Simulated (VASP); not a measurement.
## ZnCu: electric field gradients with PBE

Crystal: ZnCu.

```
CELL_PARAMETERS angstrom
2.92316 0.00000 0.00000
0.00000 2.92316 0.00000
0.00000 0.00000 2.98917
ATOMIC_POSITIONS crystal
Zn 0.50000 0.50000 0.50000
Cu 0.00000 0.00000 0.00000
```

This cell differs from its parent crystal: z stretched by +1.5 % at fixed volume.

```json
{
  "Program": "VASP 6.6.1",
  "Task": "electric field gradients",
  "Functional": "PBE",
  "Potentials or basis": "VASP PAW PBE potentials, release 64 (Zn, Cu)",
  "Cutoff": "520 eV",
  "k mesh": "14 × 14 × 14",
  "Occupations": "fermi-dirac, width 0.08 eV",
  "Spin": "no spin polarisation",
  "Dipole correction": "no",
  "Further INCAR settings": "ALGO = Normal; EDIFF = 1e-08; NBANDS = 18"
}
```

- Pressure: 2.9 GPa

Stress tensor (GPa, compression positive):
```
3.03 0.00 0.00
0.00 3.03 0.00
0.00 0.00 2.51
```

Levels at points of the mesh, in eV from the Fermi level:
```csv
k point,band 9,band 10,band 11,band 12,band 13,band 14,band 15,band 16
"(0.00, 0.00, 0.00)",-2.76,-2.76,-2.73,5.70,6.48,6.48,10.91,11.45
"(0.50, 0.00, 0.00)",-3.35,-3.27,-2.83,-1.98,11.31,11.89,12.01,12.65
"(0.50, 0.50, 0.00)",-2.92,-2.49,-1.80,-1.80,1.88,2.25,13.55,15.12
"(0.00, 0.00, 0.50)",-3.27,-3.27,-2.80,-2.12,11.79,11.79,12.45,12.45
"(0.50, 0.00, 0.50)",-2.88,-2.53,-1.97,-1.93,1.67,2.01,14.11,15.70
"(0.50, 0.50, 0.50)",-2.52,-2.47,3.85,4.29,4.29,4.39,4.44,4.44
```

Electric field gradients, principal values (V/Å²):
```
atom   least  middle  greatest (by size)
1 Zn  -0.698  -0.698               1.397
2 Cu  -1.552  -1.552               3.105
```

It took 36 s on 1 thread of Intel(R) Xeon(R) 6975P-C (Granite Rapids) (shared host), peak memory 0.25 GiB.

Caveat: without QUAD_EFG the Cq values of the log hold for a quadrupole moment of 1 mb, not for the nuclei.
